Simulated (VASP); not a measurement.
A run of VASP 6.6.1:

File INCAR:

```
SYSTEM = As
  ALGO = Normal
  DIPOL = 0.5 0.5 0.673
  EDIFF = 1E-6
  ENCUT = 400
  GGA = PE
  GGA_COMPAT = .False.
  IDIPOL = 3
  ISIF = 2
  ISMEAR = 0
  LASPH = .True.
  LCHARG = .False.
  LDIPOL = .True.
  LREAL = .False.
  LWAVE = .False.
  NBANDS = 22
  NELM = 120
  NELMDL = -8
  PREC = Accurate
  SIGMA = 0.04
```

Contents of KPOINTS:

```
k-points
0
Gamma
  12 12 1
  0 0 0
```

File POSCAR:

```
As
1.0
    3.6048451667      0.0000000000      0.0000000000
   -1.8024225834      3.1218874911      0.0000000000
    0.0000000000      0.0000000000     24.2968881219
As
2
Direct
    0.6666666667      0.3333333333      0.6439965121
    0.0000000000      1.0000000000      0.7014263086
```

Potentials or basis: VASP PAW PBE potentials, release 64 (As_d).

Command:

```console
$ cat potpaw_PBE.64/As_d/POTCAR > POTCAR
$ mpirun -np 1 vasp_std > vasp.out
```

Hardware: 1 thread of AMD EPYC 7R43 64-Core Processor (Zen 3) (shared host).

Task: Estimate the wall time of this run.

Result: It took 100 s on 1 thread of AMD EPYC 7R43 64-Core Processor (Zen 3), on a shared host, peak memory 0.26 GiB. Counts: scf iterations 22, k points 19.
